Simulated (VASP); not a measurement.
# RbAg3 in VASP: a series of runs

RbAg3 is run at these levels: PBE; tasks: single point, relaxation of cell and atoms.

Everything below comes from runs of VASP 6.6.1. Logs are shortened: lines on timing, memory, paths and dates and some standing lists are left out, and cuts for length are marked.

## 1. The cell of the first run

It takes space group P4/mmm (No. 123, tetragonal). The conventional cell has a = 4.583 Å, b = 4.583 Å, c = 4.536 Å, α = 90.00°, β = 90.00°, γ = 90.00°. Rb (site symmetry 4/mmm) has 12 Ag at 3.22 to 3.24 Å within 4.2 Å. Ag (site symmetry mmm) has 4 Rb at 3.22 Å and 8 Ag at 3.22 to 3.24 Å within 4.2 Å. Ag (site symmetry 4/mmm) has 8 Ag at 3.22 Å and 4 Rb at 3.24 Å within 4.2 Å.

## 2. Single point, PBE

Input file INCAR:

```
PREC = Accurate ; ENCUT = 520
EDIFF = 1E-6 ; ISMEAR = 0
SIGMA = 0.1 ; LREAL = F
LASPH = T ; NELM = 80
ALGO = Normal ; ISIF = 2
LWAVE = F ; LCHARG = F
GGA = PE ; NBANDS = 29
```

Input file KPOINTS:

```
regular mesh
0
Gamma
  4 4 4
```

Input file POSCAR:

```
RbAg3
1.0
    4.5834764762      0.0000000000      0.0000000000
    0.0000000000      4.5834764762      0.0000000000
    0.0000000000      0.0000000000      4.5363647353
Rb Ag
1 3
Direct
    0.0000000000      0.0000000000      0.0000000000
    0.0000000000      0.5000000000      0.5000000000
    0.5000000000      0.0000000000      0.5000000000
    0.5000000000      0.5000000000      0.0000000000
```

Potentials or basis: VASP PAW PBE potentials, release 64 (Rb_sv, Ag).

On the command line:

```bash
> cat potpaw_PBE.64/Rb_sv/POTCAR potpaw_PBE.64/Ag/POTCAR > POTCAR
> mpirun -np 1 vasp_std > vasp.out
```

OUTCAR:

```text
PREC = Accurate
   ENCUT = 520
   EDIFF = 1E-6
   ISMEAR = 0
   LREAL = F
   LASPH = T
   NELM = 80
   ISIF = 2
   GGA = PE

 ion  position               nearest neighbor table
   1  0.000  0.000  0.000-   2 3.22   3 3.22   2 3.22   3 3.22   2 3.22   2 3.22   3 3.22   3 3.22
                             4 3.24   4 3.24   4 3.24   4 3.24
   2  0.000  0.500  0.500-   1 3.22   4 3.22   1 3.22   4 3.22   1 3.22   1 3.22   4 3.22   4 3.22
                             3 3.24   3 3.24   3 3.24   3 3.24
   3  0.500  0.000  0.500-   1 3.22   4 3.22   1 3.22   4 3.22   4 3.22   4 3.22   1 3.22   1 3.22
                             2 3.24   2 3.24   2 3.24   2 3.24
   4  0.500  0.500  0.000-   2 3.22   3 3.22   2 3.22   3 3.22   3 3.22   3 3.22   2 3.22   2 3.22
                             1 3.24   1 3.24   1 3.24   1 3.24

  LATTYP: Found a simple tetragonal cell.
 ALAT       =     4.5834764762
 C/A-ratio  =     0.9897213957

  Lattice vectors:

 A1 = (   4.5834764762,   0.0000000000,   0.0000000000)
 A2 = (   0.0000000000,   4.5834764762,   0.0000000000)
 A3 = (   0.0000000000,   0.0000000000,   4.5363647353)

Analysis of symmetry for initial positions (statically):
=====================================================================
 Subroutine PRICEL returns:
 Original cell was already a primitive cell.

 Routine SETGRP: Setting up the symmetry group for a
 simple tetragonal supercell.

 Subroutine GETGRP returns: Found 16 space group operations
 (whereof 16 operations were pure point group operations)
 out of a pool of 16 trial point group operations.

The static configuration has the point symmetry D_4h.

Analysis of symmetry for dynamics (positions and initial velocities):
=====================================================================
 Subroutine PRICEL returns:
 Original cell was already a primitive cell.

 Routine SETGRP: Setting up the symmetry group for a
 simple tetragonal supercell.

 Subroutine GETGRP returns: Found 16 space group operations
 (whereof 16 operations were pure point group operations)
 out of a pool of 16 trial point group operations.

The dynamic configuration has the point symmetry D_4h.

 Subroutine INISYM returns: Found 16 space group operations
 (whereof 16 operations are pure point group operations),
 and found     1 'primitive' translations

----------------------------------------------------------------------------------------

                                     Primitive cell

  volume of cell :      95.3011

  direct lattice vectors                    reciprocal lattice vectors
     4.583476476  0.000000000  0.000000000     0.218175004  0.000000000  0.000000000
     0.000000000  4.583476476  0.000000000     0.000000000  0.218175004  0.000000000
     0.000000000  0.000000000  4.536364735     0.000000000  0.000000000  0.220440828

  length of vectors
     4.583476476  4.583476476  4.536364735     0.218175004  0.218175004  0.220440828

  position of ions in fractional coordinates (direct lattice)
     0.000000000  0.000000000  0.000000000
     0.000000000  0.500000000  0.500000000
     0.500000000  0.000000000  0.500000000
     0.500000000  0.500000000  0.000000000

  ion indices of the primitive-cell ions
   primitive index   ion index
                 1           1
                 2           2
                 3           3
                 4           4

----------------------------------------------------------------------------------------

 KPOINTS: regular mesh

Automatic generation of k-mesh.
 Grid dimensions read from file:
 generate k-points for:    4    4    4

 Generating k-lattice:

  Cartesian coordinates                     Fractional coordinates (reciprocal lattice)
     0.054543751  0.000000000  0.000000000     0.250000000  0.000000000  0.000000000
     0.000000000  0.054543751  0.000000000     0.000000000  0.250000000  0.000000000
     0.000000000  0.000000000  0.055110207     0.000000000  0.000000000  0.250000000

  Length of vectors
     0.054543751  0.054543751  0.055110207

  Shift w.r.t. Gamma in fractional coordinates (k-lattice)
     0.000000000  0.000000000  0.000000000

 Subroutine IBZKPT returns following result:
 ===========================================

 Found     18 irreducible k-points:

 Following reciprocal coordinates:
            Coordinates               Weight
  0.000000  0.000000  0.000000      1.000000
  0.250000  0.000000  0.000000      4.000000
  0.500000  0.000000  0.000000      2.000000
  0.250000  0.250000  0.000000      4.000000
  0.500000  0.250000  0.000000      4.000000
  0.500000  0.500000  0.000000      1.000000
[... 10 lines left out ...]
  0.500000  0.250000  0.500000      4.000000
  0.500000  0.500000  0.500000      1.000000
   k-points           NKPTS =     18   k-points in BZ     NKDIM =     18   number of bands    NBANDS=     29
   number of dos      NEDOS =    301   number of ions     NIONS =      4
   total plane-waves  NPLWV =  46656
[... 51 lines left out ...]
 NGX is ok and might be reduce to    36
   NGX = 17   NGY = 17   NGZ = 17

 number of electron      41.9999984 magnetization

 Free energy of the ion-electron system (eV)
  ---------------------------------------------------
  ext. energy  EPLUGINS =         0.00000000
  ---------------------------------------------------
  free energy    TOTEN  =        -7.23137172 eV

  energy without entropy =       -7.22251894  energy(sigma->0) =       -7.22694533

 E-fermi :   4.9010     XC(G=0): -10.2290

 val. band max:        4.8688561992   @ k =   0.5000   0.5000   0.0000
 cond. band min:       5.0119304209   @ k =   0.2500   0.2500   0.0000
 fundamental gap:      0.1430742217
 Fermi energy:         4.9009538528

 k-point     1 :       0.0000    0.0000    0.0000
  band No.  band energies     occupation
      1     -22.1694      2.00000
      2      -6.4061      2.00000
      3      -6.4061      2.00000
      4      -6.4029      2.00000
      5      -0.7115      2.00000
      6      -0.2878      2.00000
[... 21 lines left out ...]
     28      12.4467      0.00000
     29      12.7106      0.00000

 k-point     2 :       0.2500    0.0000    0.0000
  band No.  band energies     occupation
      1     -22.1647      2.00000
      2      -6.5767      2.00000
      3      -6.4204      2.00000
      4      -6.4184      2.00000
      5      -0.3523      2.00000
      6      -0.2142      2.00000
[... 21 lines left out ...]
     28      11.1258      0.00000
     29      12.3702      0.00000

 k-point     3 :       0.5000    0.0000    0.0000
  band No.  band energies     occupation
      1     -22.1600      2.00000
      2      -6.7330      2.00000
      3      -6.4346      2.00000
      4      -6.4338      2.00000
      5      -0.1191      2.00000
      6      -0.0214      2.00000
[... 21 lines left out ...]
     28      11.4335      0.00000
     29      12.1409      0.00000

 k-point     4 :       0.2500    0.2500    0.0000
  band No.  band energies     occupation
      1     -22.1606      2.00000
      2      -6.5881      2.00000
      3      -6.5339      2.00000
      4      -6.4317      2.00000
      5      -0.1849      2.00000
      6      -0.0767      2.00000
[... 21 lines left out ...]
     28      12.4771      0.00000
     29      12.7592      0.00000

 k-point     5 :       0.5000    0.2500    0.0000
  band No.  band energies     occupation
      1     -22.1565      2.00000
      2      -6.6928      2.00000
      3      -6.5458      2.00000
      4      -6.4449      2.00000
      5       0.0016      2.00000
      6       0.0717      2.00000
[... 21 lines left out ...]
     28      11.9495      0.00000
     29      11.9637      0.00000
[... 318 lines left out ...]
     28      12.2841      0.00000
     29      12.2913      0.00000

 k-point    16 :       0.2500    0.2500    0.5000
  band No.  band energies     occupation
      1     -22.1528      2.00000
      2      -6.6646      2.00000
      3      -6.5504      2.00000
      4      -6.5009      2.00000
      5      -0.1318      2.00000
      6       0.0733      2.00000
[... 21 lines left out ...]
     28      12.6765      0.00000
     29      12.6904      0.00000

 k-point    17 :       0.5000    0.2500    0.5000
  band No.  band energies     occupation
      1     -22.1501      2.00000
      2      -6.6212      2.00000
      3      -6.6035      2.00000
      4      -6.5083      2.00000
      5      -0.1014      2.00000
      6      -0.0921      2.00000
[... 21 lines left out ...]
     28      12.8744      0.00000
     29      13.8716      0.00000

 k-point    18 :       0.5000    0.5000    0.5000
  band No.  band energies     occupation
      1     -22.1479      2.00000
      2      -6.5768      2.00000
      3      -6.5603      2.00000
      4      -6.5603      2.00000
      5      -0.2791      2.00000
      6      -0.2791      2.00000
[... 21 lines left out ...]
     28      13.3156      0.00000
     29      13.3729      0.00000

------------------------ aborting loop because EDIFF is reached ----------------------------------------

  FORCE on cell =-STRESS in cart. coord.  units (eV):
  Direction    XX          YY          ZZ          XY          YZ          ZX
  --------------------------------------------------------------------------------------
  -------------------------------------------------------------------------------------
  Total        1.3770695      1.3770695      1.2437617      0.0000000      0.0000000      0.0000000
  in kB       23.1509306     23.1509306     20.9097951      0.0000000      0.0000000      0.0000000
  external PRESSURE =      22.4038855 kB  Pullay stress =       0.0000000 kB

 VOLUME and BASIS-vectors are now :
 -----------------------------------------------------------------------------
  energy-cutoff  :      520.00
  volume of cell :       95.30
      direct lattice vectors                 reciprocal lattice vectors
     4.583476476  0.000000000  0.000000000     0.218175004  0.000000000  0.000000000
     0.000000000  4.583476476  0.000000000     0.000000000  0.218175004  0.000000000
     0.000000000  0.000000000  4.536364735     0.000000000  0.000000000  0.220440828

 POSITION                                       TOTAL-FORCE (eV/Angst)
 -----------------------------------------------------------------------------------
      0.00000      0.00000      0.00000         0.000000      0.000000      0.000000
      0.00000      2.29174      2.26818         0.000000      0.000000      0.000000
      2.29174      0.00000      2.26818         0.000000      0.000000      0.000000
      2.29174      2.29174      0.00000         0.000000      0.000000      0.000000
 -----------------------------------------------------------------------------------
    total drift:                                0.000000      0.000000      0.000000

  FREE ENERGIE OF THE ION-ELECTRON SYSTEM (eV)
  ---------------------------------------------------
  free  energy   TOTEN  =        -7.2313717196 eV

  energy  without entropy=       -7.2225189440  energy(sigma->0) =       -7.22694533
```

Wall time 41 s (1 thread of Oxide Virtual Turin-like, shared host); peak memory 0.19 GiB.

Results:

```yaml
Free_energy: -7.2314 eV
Pressure: 2.2 GPa
Band_gap_on_the_k_mesh: zero (bands 21 and 22 overlap by 2.51 eV)
```

## 3. Single point, PBE

This run uses another cell than the first one, of 25.60 Å³/atom.

Input file INCAR:

```
SYSTEM = RbAg3
ALGO = Fast
EDIFF = 1E-7
ENCUT = 520
GGA = PE
ISIF = 2
ISMEAR = 0
LASPH = .TRUE.
LCHARG = .FALSE.
LREAL = .FALSE.
LWAVE = .FALSE.
NBANDS = 29
NELM = 100
PREC = Accurate
SIGMA = 0.1
```

Input file KPOINTS:

```
k-points
0
G
  10 10 10
  0 0 0
```

Input file POSCAR:

```
RbAg3
1.0
    4.6784004936      0.0000000000      0.0000000000
    0.0000000000      4.6784004936      0.0000000000
    0.0000000000      0.0000000000      4.6784004936
Rb Ag
1 3
Direct
    0.0000000000      0.0000000000      0.0000000000
    0.0000000000      0.5000000000      0.5000000000
    0.5000000000      0.0000000000      0.5000000000
    0.5000000000      0.5000000000      0.0000000000
```

Potentials or basis: VASP PAW PBE potentials, release 64 (Rb_sv, Ag).

On the command line:

```bash
> cat potpaw_PBE.64/Rb_sv/POTCAR potpaw_PBE.64/Ag/POTCAR > POTCAR
> mpirun -np 1 vasp_std > vasp.out
```

Wall time 2.9 min (1 thread of Oxide Virtual Turin-like, shared host); peak memory 0.26 GiB.

Results (log left out):

| Quantity | Value |
| --- | --- |
| Free energy | -7.4271 eV |
| Pressure | 0.1 GPa |
| Band gap on the k mesh | zero (bands 21 and 22 overlap by 2.49 eV) |

Levels at points of the mesh, in eV from the Fermi level:
```csv
k point,band 19,band 20,band 21,band 22,band 23,band 24
"(0.00, 0.00, 0.00)",-3.36,-3.36,2.11,2.11,2.45,2.45
"(0.50, 0.00, 0.00)",-3.36,-2.77,-2.66,2.60,2.60,3.02
"(0.50, 0.50, 0.00)",-3.84,-2.38,-0.37,-0.37,0.10,3.89
"(0.50, 0.50, 0.50)",-3.50,-0.03,0.24,0.24,0.24,1.78
```

## 4. Single point, PBE

This run uses another cell than the first one, of 25.67 Å³/atom.

Input file INCAR:

```
SYSTEM = RbAg3
  PREC = Accurate
  ENCUT = 520
  EDIFF = 1E-6
  ISMEAR = 0
  SIGMA = 0.1
  LREAL = .FALSE.
  LASPH = .TRUE.
  NELM = 100
  ALGO = Fast
  ISIF = 2
  LWAVE = .FALSE.
  LCHARG = .FALSE.
  GGA = PE
  NBANDS = 29
```

Input file KPOINTS:

```
Automatic mesh
0
G
  10 10 10
  0 0 0
```

Input file POSCAR:

```
RbAg3
1.0
    4.6860138834      0.0000000000      0.0000000000
    0.0000000000      4.6860138834      0.0000000000
    0.0000000000      0.0000000000      4.6763737241
Rb Ag
1 3
Direct
    0.0000000000      0.0000000000      0.0000000000
    0.0000000000      0.5000000000      0.5000000000
    0.5000000000      0.0000000000      0.5000000000
    0.5000000000      0.5000000000      0.0000000000
```

On the command line:

```bash
> cat potpaw_PBE.64/Rb_sv/POTCAR potpaw_PBE.64/Ag/POTCAR > POTCAR
> mpirun -np 1 vasp_std > vasp.out
```

Wall time 6.3 min (1 thread of Oxide Virtual Turin-like, shared host); peak memory 0.4 GiB.

It converged, with:

| Quantity | Value |
| --- | --- |
| Free energy | -7.4273 eV |
| Pressure | 0.0 GPa |
| Band gap on the k mesh | zero (bands 21 and 22 overlap by 2.48 eV) |

Levels at points of the mesh, in eV from the Fermi level:
| k point | band 18 | band 19 | band 20 | band 21 | band 22 | band 23 | band 24 | band 25 |
| --- | --- | --- | --- | --- | --- | --- | --- | --- |
| (0.00, 0.00, 0.00) | -3.36 | -3.36 | -3.36 | 2.10 | 2.12 | 2.45 | 2.45 | 2.47 |
| (0.50, 0.00, 0.00) | -3.67 | -3.36 | -2.76 | -2.65 | 2.60 | 2.62 | 3.03 | 3.60 |
| (0.50, 0.50, 0.00) | -3.89 | -3.83 | -2.37 | -0.38 | -0.38 | 0.11 | 3.90 | 3.90 |
| (0.00, 0.00, 0.50) | -3.67 | -3.36 | -2.76 | -2.64 | 2.60 | 2.60 | 3.02 | 3.59 |
| (0.50, 0.00, 0.50) | -3.89 | -3.83 | -2.36 | -0.37 | -0.37 | 0.11 | 3.88 | 3.90 |
| (0.50, 0.50, 0.50) | -3.50 | -3.50 | -0.02 | 0.24 | 0.24 | 0.25 | 1.78 | 1.78 |

## 5. Single point, PBE

This run uses another cell than the first one, of 25.67 Å³/atom.

Input file INCAR:

```
PREC = Accurate
ENCUT = 520
EDIFF = 1E-7
ISMEAR = 0
SIGMA = 0.1
LREAL = F
LASPH = T
NELM = 100
ALGO = Fast
ISIF = 2
LWAVE = F
LCHARG = T
GGA = PE
LELF = T
LVHAR = T
NBANDS = 29
```

Input file KPOINTS:

```
regular mesh
0
Gamma
  10 10 10
```

POSCAR is that of step 4.

On the command line:

```bash
> cat potpaw_PBE.64/Rb_sv/POTCAR potpaw_PBE.64/Ag/POTCAR > POTCAR
> mpirun -np 1 vasp_std > vasp.out
```

Run time: 8.1 min. Hardware: 1 thread of Oxide Virtual Turin-like, shared host; peak memory 0.4 GiB.

It converged, with:

| Property | Result |
| --- | --- |
| Free energy | -7.4273 eV |
| Pressure | 0.0 GPa |
| Band gap on the k mesh | zero (bands 21 and 22 overlap by 2.48 eV) |

Levels at points of the mesh, in eV from the Fermi level:
| k point | band 18 | band 19 | band 20 | band 21 | band 22 | band 23 | band 24 | band 25 |
| --- | --- | --- | --- | --- | --- | --- | --- | --- |
| (0.00, 0.00, 0.00) | -3.36 | -3.36 | -3.36 | 2.10 | 2.12 | 2.45 | 2.45 | 2.47 |
| (0.50, 0.00, 0.00) | -3.67 | -3.36 | -2.76 | -2.65 | 2.60 | 2.62 | 3.03 | 3.60 |
| (0.50, 0.50, 0.00) | -3.89 | -3.83 | -2.37 | -0.38 | -0.38 | 0.11 | 3.90 | 3.90 |
| (0.00, 0.00, 0.50) | -3.67 | -3.36 | -2.76 | -2.64 | 2.60 | 2.60 | 3.02 | 3.59 |
| (0.50, 0.00, 0.50) | -3.89 | -3.83 | -2.37 | -0.37 | -0.37 | 0.11 | 3.88 | 3.90 |
| (0.50, 0.50, 0.50) | -3.50 | -3.50 | -0.02 | 0.24 | 0.24 | 0.25 | 1.78 | 1.78 |

## 6. Relaxation of cell and atoms, PBE

This run uses another cell than the first one, of 24.36 Å³/atom.

Input file INCAR:

```
PREC = Accurate
ENCUT = 600
EDIFF = 1E-6
ISMEAR = 0
SIGMA = 0.1
LREAL = False
LASPH = True
NELM = 60
ALGO = Fast
ISIF = 3
LWAVE = False
LCHARG = False
GGA = PE
IBRION = 2
NSW = 100
EDIFFG = -0.01
```

KPOINTS is that of step 5.

Input file POSCAR:

```
RbAg3
1.0
    4.6014676820      0.0000000000      0.0000000000
    0.0000000000      4.6014676820      0.0000000000
    0.0000000000      0.0000000000      4.6014676820
Rb Ag
1 3
Direct
    0.0000000000      0.0000000000      0.0000000000
    0.0000000000      0.5000000000      0.5000000000
    0.5000000000      0.0000000000      0.5000000000
    0.5000000000      0.5000000000      0.0000000000
```

Potentials or basis: VASP PAW PBE potentials, release 64 (Rb_sv, Ag).

On the command line:

```bash
> cat potpaw_PBE.64/Rb_sv/POTCAR potpaw_PBE.64/Ag/POTCAR > POTCAR
> mpirun -np 1 vasp_std > vasp.out
```

Wall time 9 min (1 thread of Oxide Virtual Turin-like, shared host); peak memory 0.32 GiB.

It converged, with:

```
Free energy                           : -7.4244 eV
Relaxed volume                        : 25.69 Å³/atom
Relaxed cell                          : a = 4.684 Å, b = 4.684 Å, c = 4.684 Å, α = 90.00°, β = 90.00°, γ = 90.00°
Space group after relaxing (to 0.1 Å) : Pm-3m (No. 221)
Energy gained by relaxing             : 5.8 meV/atom
Ionic steps                           : 3
Pressure after relaxing               : 0.0 GPa
Band gap on the k mesh                : zero (bands 21 and 22 overlap by 2.48 eV)
```

The path:
| step | energy change (eV) | largest force (eV/Å) | pressure (GPa) | volume (Å³) |
| --- | --- | --- | --- | --- |
| 1 | 0.0000 | 0.0000 | 1.52 | 97.43 |
| 2 | -0.0203 | 0.0000 | 0.50 | 100.72 |
| 3 | -0.0233 | 0.0000 | -0.02 | 102.77 |

Final structure:
```
CELL_PARAMETERS angstrom
4.68401 0.00000 0.00000
0.00000 4.68401 0.00000
0.00000 0.00000 4.68401
ATOMIC_POSITIONS crystal
Rb 0.00000 0.00000 0.00000
Ag 0.00000 0.50000 0.50000
Ag 0.50000 0.00000 0.50000
Ag 0.50000 0.50000 0.00000
```

Levels at points of the mesh, in eV from the Fermi level:
```tsv
k point	band 19	band 20	band 21	band 22	band 23	band 24
(0.00, 0.00, 0.00)	-3.36	-3.36	2.11	2.11	2.45	2.45
(0.50, 0.00, 0.00)	-3.36	-2.76	-2.64	2.61	2.61	3.03
(0.50, 0.50, 0.00)	-3.83	-2.36	-0.38	-0.38	0.11	3.89
(0.50, 0.50, 0.50)	-3.50	-0.02	0.24	0.24	0.24	1.78
```

## 7. The runs side by side

```tsv
task	cell	k mesh	cutoff (eV)	gap on the mesh (eV)	pressure (GPa)
single point	a = 4.583, b = 4.583, c = 4.536 Å, 4 atoms	4 × 4 × 4	520	none	2.2
single point	a = 4.678 Å, 4 atoms	10 × 10 × 10	520	none	0.1
single point	a = 4.686, b = 4.686, c = 4.676 Å, 4 atoms	10 × 10 × 10	520	none	0.0
relaxation of cell and atoms	relaxed from a = 4.601 Å, 4 atoms	10 × 10 × 10	600	none	0.0
```

Alike in all rows: level PBE; potentials or basis VASP PAW PBE potentials, release 64 (Rb_sv, Ag); no spin polarisation; smearing gaussian 0.1 eV.

Absolute energies hang on the potentials; compare differences alone.
